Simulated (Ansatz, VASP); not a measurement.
# Two plane-wave programs on Zr2BN3

File INCAR:

```
SYSTEM = Zr2BN3
PREC = Accurate
ENCUT = 600
EDIFF = 1E-6
ISMEAR = 0
SIGMA = 0.1
LREAL = .FALSE.
LASPH = .TRUE.
NELM = 60
ALGO = Normal
ISIF = 3
LWAVE = .FALSE.
LCHARG = .FALSE.
GGA = PE
IBRION = 2
NSW = 90
EDIFFG = -0.04
```

KPOINTS

```
Automatic mesh
0
G
  6 6 6
  0 0 0
```

Contents of POSCAR:

```
Zr2BN3
1.0
    3.3041714013      0.0000000000      0.0000000000
    0.0000000000      1.5080181691      6.5773658925
    0.0000000000     -1.5080181691      6.5773658925
Zr B N
2 1 3
Direct
    0.5000000000      0.5048691402      0.5048691402
    0.0000000000      0.1994464594      0.1994464594
    0.5000000000      0.7909045920      0.7909045920
    0.5000000000      0.3343474019      0.3343474019
    0.5000000000      0.6748275169      0.6748275169
    0.0000000000      0.0204934870      0.0204934870
```

Input for Ansatz:

```yaml
crystal:
  lattice:
    - [3.3041714013, 0.0, 0.0]
    - [0.0, 1.5080181691, 6.5773658925]
    - [0.0, -1.5080181691, 6.5773658925]
  atoms:
    - { symbol: Zr, position: [0.5, 0.5048691402, 0.5048691402] }
    - { symbol: Zr, position: [0.0, 0.1994464594, 0.1994464594] }
    - { symbol: B, position: [0.5, 0.790904592, 0.790904592] }
    - { symbol: "N", position: [0.5, 0.3343474019, 0.3343474019] }
    - { symbol: "N", position: [0.5, 0.6748275169, 0.6748275169] }
    - { symbol: "N", position: [0.0, 0.020493487, 0.020493487] }
basis:
  ecutwfc: 420
kpoints:
  mp_grid: { grid: [6, 6, 6] }
hamiltonian:
  xc: pbe
scf:
  occupations: { method: gaussian, width: 0.1 }
  lower_state_search: "off"
output:
  forces: true
  stress: true
  eigenvalues: true
relax:
  adjacent_minimum: "off"
  f_tol: 0.04
  max_steps: 70
  cell: { stress_tol: 0.4 }
```

Change from the starting cell: the structure that the rattled cell fell into.

Alike in both runs: task relaxation of cell and atoms; functional PBE; k mesh 6 × 6 × 6; occupations gaussian, width 0.1 eV; no spin polarisation.

```csv
,VASP,Ansatz
version,VASP 6.6.1,Ansatz 0.2.0
potentials or method,"VASP PAW PBE potentials, release 64 (Zr_sv, B, N), cutoff 600 eV","scalar-relativistic, plane waves, PAW"
valence electrons in the cell,42,42
```

```csv
,VASP,Ansatz,Ansatz less VASP
"gap on the k mesh at the Fermi level, each at its own relaxed structure (eV)",none,none,-
relaxed volume (Å³/atom),10.93,10.93,-0.002
relaxed length of the cell vector where the two differ most in proportion (Å),6.746,6.749,+0.0030
```

A gap of «none» marks a metal or a gap that the smearing closes.
